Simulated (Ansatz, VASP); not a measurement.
## One calculation of Ni, two programs

Contents of INCAR:

```
SYSTEM = Ni
ALGO = Normal
EDIFF = 1E-6
EDIFFG = -0.02
ENCUT = 600
GGA = RE
IBRION = 2
ISIF = 3
ISMEAR = -1
ISPIN = 2
IVDW = 13
LASPH = .True.
LCHARG = .False.
LMAXMIX = 4
LORBIT = 11
LREAL = .False.
LWAVE = .False.
MAGMOM = 1
NELM = 150
NSW = 80
PREC = Accurate
SIGMA = 0.05
```

The input KPOINTS:

```
k-points
0
Gamma
  13 13 13
  0 0 0
```

The input POSCAR:

```
Ni
1.0
    0.0000000000      1.7375729330      1.7375729330
    1.7375729330      0.0000000000      1.7375729330
    1.7375729330      1.7375729330      0.0000000000
Ni
1
Direct
    0.0000000000      0.0000000000      0.0000000000
```

input.yaml

```yaml
crystal:
  lattice:
    - [0.0, 1.737572933, 1.737572933]
    - [1.737572933, 0.0, 1.737572933]
    - [1.737572933, 1.737572933, 0.0]
  atoms:
    - { symbol: Ni, position: [0.0, 0.0, 0.0], spin: 1.0 }
kpoints:
  mp_grid: { grid: [13, 13, 13] }
scf:
  occupations: { method: fermi_dirac, width: 0.05 }
hamiltonian:
  xc: revpbe
  dispersion: d4
  pseudopotentials: { kind: all_electron, lapw: { basis_error: 0.001 } }
magnetization:
  spin_polarized: true
output:
  forces: true
  stress: true
relax:
  f_tol: 0.02
  max_steps: 60
  cell: {}
```

Alike in both runs: task relaxation of cell and atoms; functional revPBE; dispersion D4; k mesh 13 × 13 × 13; occupations fermi-dirac, width 0.05 eV; collinear spin.

```csv
,VASP,Ansatz
version,VASP 6.6.1,Ansatz 0.2.0
potentials or method,"VASP PAW PBE potentials, release 64 (Ni), cutoff 600 eV","all-electron LAPW, scalar-relativistic"
```

```tsv
	VASP	Ansatz	Ansatz less VASP
net moment per atom (μB)	0.62	0.63	+0.008
size of the moment on the site where the two differ most (μB)	0.63	0.66	+0.029
relaxed volume (Å³/atom)	10.49	10.50	+0.008
relaxed cell length with the largest relative difference (Å)	2.457	2.458	+0.0006
```

VASP's potentials were made for PBE, not for revPBE. Site moments also hang on the region over which each program counts them. Ansatz ran all-electron here, and VASP with PAW potentials.

Noted on VASP's run: the relaxation stopped at its first step, so nothing moved.
